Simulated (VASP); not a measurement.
Wanted: the native input for a VASP 6.6.1 run.

| Quantity | Value |
| --- | --- |
| Task | single point |
| Functional | PBEsol |
| Potentials or basis | VASP PAW PBE potentials, release 64 (Mn_pv, O) |
| Cutoff | 520 eV |
| k mesh | 6 × 6 × 9 |
| Occupations | fermi-dirac, width 0.05 eV |
| Spin | collinear spin, ferromagnetic start |
| Starting moments | [4.0, 4.0, 0.0, 0.0, 0.0, 0.0] μB |
| Dipole correction | no |
| Further INCAR settings | ALGO = Normal; EDIFF = 1e-06; NBANDS = 38 |

The structure of MnO2 lies in POSCAR:

```
MnO2
1.0
    4.4004184607      0.0000000000      0.0000000000
    0.0000000000      4.4004184607      0.0000000000
    0.0000000000      0.0000000000      2.8670779400
Mn O
2 4
Direct
    0.5000000000      0.5000000000      0.5000000000
    0.0000000000      0.0000000000      0.0000000000
    0.8049161500      0.1950838500      0.5000000000
    0.6950838500      0.6950838500      0.0000000000
    0.1950838500      0.8049161500      0.5000000000
    0.3049161500      0.3049161500      0.0000000000
```

The input as run:

INCAR

```
PREC = Accurate ; ENCUT = 520
EDIFF = 1E-6 ; ISMEAR = -1
SIGMA = 0.05 ; LREAL = F
LASPH = T ; NELM = 150
ALGO = Normal ; ISIF = 2
LWAVE = F ; LCHARG = T
ISPIN = 2 ; MAGMOM = 4 4 0 0 0 0
LORBIT = 11 ; LMAXMIX = 4
GGA = PS ; LELF = T
LVHAR = T ; NBANDS = 38
```

KPOINTS

```
regular mesh
0
Gamma
  6 6 9
```

Potentials or basis: VASP PAW PBE potentials, release 64 (Mn_pv, O).

Launch:

```bash
$ cat potpaw_PBE.64/Mn_pv/POTCAR potpaw_PBE.64/O/POTCAR > POTCAR
$ mpirun -np 1 vasp_std > vasp.out
```

Results of the run:

```yaml
Pressure: -2.2 GPa
Largest_force: 0.042 eV/Å
Band_gap_on_the_k_mesh: zero (filled and empty bands overlap)
Net_moment: 5.97 μB per cell
Site_moments: Mn +2.68; O +0.09 μB
Valence_electrons_inside_the_program's_atomic_spheres: Mn 11.75; O 5.01
```

Caveat: the PAW data sets were made with another functional, which shifts forces and pressure a little; semilocal functionals often make such compounds metallic where correlation or magnetic order opens a gap, which also shifts bond lengths; only a ferromagnetic start was run, and an antiferromagnetic order may lie lower in energy.

Run time: 110 s on 1 thread of Intel(R) Xeon(R) Platinum 8488C (Sapphire Rapids), on a shared host, peak memory 0.29 GiB.
